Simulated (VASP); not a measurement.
# VSi31 (a cell with a defect): single point with PBEsol

System: VSi31 (a cell with a defect).

```
CELL_PARAMETERS angstrom
-5.43383 -5.43383 5.43383
5.43383 5.43383 5.43383
-5.43383 5.43383 -5.43383
ATOMIC_POSITIONS crystal
V 0.00000 0.25000 0.00000
Si 0.25177 0.25000 0.74948
Si 0.00000 0.50177 0.74948
Si 0.50000 0.25000 0.50000
Si 0.25052 0.50052 0.50229
Si 0.00000 0.75000 0.50000
Si 0.74948 0.25000 0.25177
Si 0.50229 0.50052 0.25052
Si 0.25052 0.75229 0.25052
Si 0.00000 0.99948 0.25177
Si 0.74948 0.50177 0.00000
Si 0.50000 0.75000 0.00000
Si 0.25177 0.99948 0.00000
Si 0.74823 0.74771 0.74823
Si 0.49771 0.99823 0.74823
Si 0.74823 0.99823 0.49771
Si 0.00000 0.99390 0.00000
Si 0.24893 0.99934 0.74934
Si 0.00000 0.25000 0.74390
Si 0.50040 0.00107 0.50040
Si 0.25066 0.25000 0.49960
Si 0.00000 0.50066 0.49960
Si 0.74934 0.99934 0.24893
Si 0.49960 0.25000 0.25066
Si 0.25610 0.50610 0.25610
Si 0.00000 0.74960 0.25066
Si 0.74390 0.25000 0.00000
Si 0.49960 0.50066 0.00000
Si 0.25066 0.74960 0.00000
Si 0.74934 0.49893 0.74934
Si 0.50040 0.75040 0.75107
Si 0.75107 0.75040 0.50040
```

```yaml
Program: VASP 6.6.1
Task: single point
Functional: PBEsol
Potentials_or_basis: VASP PAW PBE potentials, release 64 (V_sv, Si)
Cutoff: 520 eV
k_mesh: 2 × 2 × 2, shifted
Occupations: gaussian, width 0.02 eV
Spin: collinear spin, ferromagnetic start
```

| Property | Result |
| --- | --- |
| Pressure | 0.7 GPa |
| Largest force | 0.017 eV/Å |
| Band gap on the k mesh | zero (filled and empty bands overlap) |
| Net moment | 1.00 μB per cell |
| Site moments | V +1.00; Si +0.00, -0.00, -0.03 (each value once) μB |
| Valence electrons inside the program's atomic spheres | V 11.55; Si 1.69, 1.70, 1.72 (each value once) |

Forces on the atoms (eV/Å):
```
V    0.000  0.000  0.000
Si   0.007  0.007 -0.007
Si  -0.007 -0.007 -0.007
Si   0.000  0.000  0.000
Si   0.007 -0.007  0.007
Si   0.000  0.000  0.000
Si   0.007 -0.007  0.007
Si   0.007  0.007 -0.007
Si  -0.007 -0.007 -0.007
Si   0.007 -0.007  0.007
Si  -0.007 -0.007 -0.007
Si   0.000  0.000  0.000
Si   0.007  0.007 -0.007
Si  -0.007  0.007  0.007
Si  -0.007  0.007  0.007
Si  -0.007  0.007  0.007
Si  -0.010 -0.010 -0.010
Si   0.000 -0.001  0.000
Si   0.010 -0.010  0.010
Si   0.001  0.000  0.000
Si  -0.001  0.000  0.000
Si   0.000  0.001  0.000
Si   0.000  0.000 -0.001
Si  -0.001  0.000  0.000
Si  -0.010  0.010  0.010
Si   0.000  0.001  0.000
Si   0.010  0.010 -0.010
Si   0.000  0.000  0.001
Si   0.000  0.000  0.001
Si   0.001  0.000  0.000
Si   0.000  0.000 -0.001
Si   0.000 -0.001  0.000
```

Levels at points of the mesh, in eV from the Fermi level:
Spin up:
```tsv
k point	band 65	band 66	band 67	band 68	band 69	band 70	band 71	band 72	band 73	band 74
(0.25, 0.25, 0.25)	-0.58	-0.52	-0.52	-0.52	-0.04	-0.04	1.31	1.31	1.31	1.65
```
Spin down:
| k point | band 66 | band 67 | band 68 | band 69 | band 70 | band 71 |
| --- | --- | --- | --- | --- | --- | --- |
| (0.25, 0.25, 0.25) | -0.41 | -0.41 | -0.41 | 0.73 | 0.73 | 1.47 |

Wall time 18 min on 1 thread of Intel Xeon 8259CL, with other jobs on the host, peak memory 0.95 GiB.

Caveat: the k points lie up to 0.41 Å⁻¹ apart; the PAW data sets were made with another functional, which shifts forces and pressure a little.
